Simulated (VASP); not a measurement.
Ir, 1 atom in the cell. It takes space group I4/mmm (No. 139, tetragonal). Conventional cell: a = 3.173 Å, b = 3.173 Å, c = 2.972 Å, α = 90.00°, β = 90.00°, γ = 90.00°. Within 3.5 Å of Ir (site symmetry 4/mmm) lie 14 Ir at 2.69 to 3.17 Å. 

* Program: VASP 6.6.1
* Task: single point
* Functional: PBE
* Potentials or basis: VASP PAW PBE potentials, release 64 (Ir)
* Cutoff: 520 eV
* k mesh: 22 × 22 × 22
* Occupations: gaussian, width 0.15 eV
* Spin: no spin polarisation
* Dipole correction: no
* Further INCAR settings: ALGO = Fast; EDIFF = 1e-06; NBANDS = 10

Potentials or basis: VASP PAW PBE potentials, release 64 (Ir).

Command:

```console
$ cat potpaw_PBE.64/Ir/POTCAR > POTCAR
$ mpirun -np 1 vasp_std > vasp.out
```

Hardware: 1 thread of Intel(R) Xeon(R) 6975P-C (Granite Rapids) (shared host).

Problem. Estimate the wall time of this run.

Solution. It took 47 s on 1 thread of Intel(R) Xeon(R) 6975P-C (Granite Rapids) (shared host), peak memory 0.24 GiB. Counts: scf iterations 13, k points 834.
